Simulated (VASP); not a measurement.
Re, 3 atoms in the cell. The structure is hexagonal, space group P6/mmm (No. 191). Conventional cell: a = 4.365 Å, b = 4.365 Å, c = 2.676 Å, α = 90.00°, β = 90.00°, γ = 120.00°. Within 3.5 Å of Re (site symmetry 6/mmm) lie 14 Re at 2.68 to 2.85 Å. Re (site symmetry -6m2) has 11 Re at 2.52 to 2.85 Å within 3.3 Å. This isn't the form of Re at room conditions, which is hcp.

* Program: VASP 6.6.1
* Task: relaxation of cell and atoms
* Functional: revPBE
* Potentials or basis: VASP PAW PBE potentials, release 64 (Re)
* Cutoff: 600 eV
* k mesh: 8 × 8 × 12
* Occupations: fermi-dirac, width 0.1 eV
* Spin: no spin polarisation
* Dipole correction: no
* Further INCAR settings: ALGO = Normal; EDIFF = 1e-06; IBRION = 2; EDIFFG = -0.01; NSW = 80; ISIF = 3

Potentials or basis: VASP PAW PBE potentials, release 64 (Re).

Run with:

```bash
$ cat potpaw_PBE.64/Re/POTCAR > POTCAR
$ mpirun -np 1 vasp_std > vasp.out
```

Hardware: 1 thread of AMD EPYC 7571, with other jobs on the host.

**Question.** Estimate the wall time of this run.

**Answer.** It took 11 min on 1 thread of AMD EPYC 7571, on a shared host, peak memory 0.19 GiB. Counts: scf iterations 51, k points 70, ion steps 6.
